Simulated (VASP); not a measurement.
A run of VASP 6.6.1:

INCAR

```
SYSTEM = Ir
ALGO = Normal ; EDIFF = 1E-7
ENCUT = 520 ; ISIF = 2
ISMEAR = 1 ; LASPH = .True.
LCHARG = .False. ; LREAL = .False.
LWAVE = .False. ; NBANDS = 10
NELM = 80 ; PREC = Accurate
SIGMA = 0.05
```

File KPOINTS:

```
k-points
0
Gamma
  11 11 11
  0 0 0
```

The input POSCAR:

```
Ir
1.0
    0.0000000000      1.8663682571      1.8663682571
    1.8663682571      0.0000000000      1.8663682571
    1.8663682571      1.8663682571      0.0000000000
Ir
1
Direct
    0.0000000000      0.0000000000      0.0000000000
```

Potentials or basis: VASP PAW LDA potentials, release 64 (Ir).

The run is started by

```sh
$ cat potpaw_LDA.64/Ir/POTCAR > POTCAR
$ mpirun -np 1 vasp_std > vasp.out
```

Hardware: 1 thread of Intel(R) Xeon(R) Platinum 8488C (Sapphire Rapids) (shared host).

**Question.** How long does it take, and how much memory?

**Answer.** Wall time 4.5 s on 1 thread of Intel(R) Xeon(R) Platinum 8488C (Sapphire Rapids), on a shared host, peak memory 0.12 GiB. Counts: scf iterations 12, k points 56.
